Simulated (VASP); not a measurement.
Wanted: the native input for a VASP 6.6.1 run.

| Quantity | Value |
| --- | --- |
| Task | single point |
| Functional | PBEsol |
| Potentials or basis | VASP PAW PBE potentials, release 64 (Ti_sv, Co) |
| Cutoff | 520 eV |
| k mesh | 5 × 5 × 5 |
| Occupations | gaussian, width 0.01 eV |
| Spin | collinear spin, ferromagnetic start |
| Starting moments | [0.0, 0.0, 0.0, 0.0, 0.59, 0.59] μB |
| Dipole correction | no |
| Further INCAR settings | ALGO = Normal; EDIFF = 1e-07; NBANDS = 46 |

The structure of Ti2Co lies in POSCAR:

```
Ti2Co
1.0
    0.0000000000      3.3650000000      3.3650000000
    3.3650000000      0.0000000000      3.3650000000
    3.3650000000      3.3650000000      0.0000000000
Ti Co
4 2
Direct
    0.1250000000      0.1250000000      0.1250000000
    0.6250000000      0.1250000000      0.1250000000
    0.1250000000      0.1250000000      0.6250000000
    0.1250000000      0.6250000000      0.1250000000
    0.5000000000      0.5000000000      0.5000000000
    0.7500000000      0.7500000000      0.7500000000
```

These files were run (other wordings do the same):

INCAR

```
PREC = Accurate
ENCUT = 520
EDIFF = 1E-7
ISMEAR = 0
SIGMA = 0.01
LREAL = F
LASPH = T
NELM = 150
ALGO = Normal
ISIF = 2
LWAVE = F
LCHARG = F
ISPIN = 2
MAGMOM = 0 0 0 0 0.59 0.59
LORBIT = 11
LMAXMIX = 4
GGA = PS
NBANDS = 46
```

KPOINTS

```
Automatic mesh
0
Gamma
  5 5 5
```

Potentials or basis: VASP PAW PBE potentials, release 64 (Ti_sv, Co).

Launch:

```bash
$ cat potpaw_PBE.64/Ti_sv/POTCAR potpaw_PBE.64/Co/POTCAR > POTCAR
$ mpirun -np 1 vasp_std > vasp.out
```

Results of the run:

The pressure is 16.1 GPa and the net moment is 1.39 μB per cell. The site moments are Ti +0.08; Co +0.54 μB and the valence electrons inside the program's atomic spheres are Ti 10.79; Co 8.12.

Caveat: the PAW data sets were made with another functional, which shifts forces and pressure a little.

It took 5.2 min on 1 thread of Intel Xeon 6975P-C, on a shared host, peak memory 0.27 GiB.
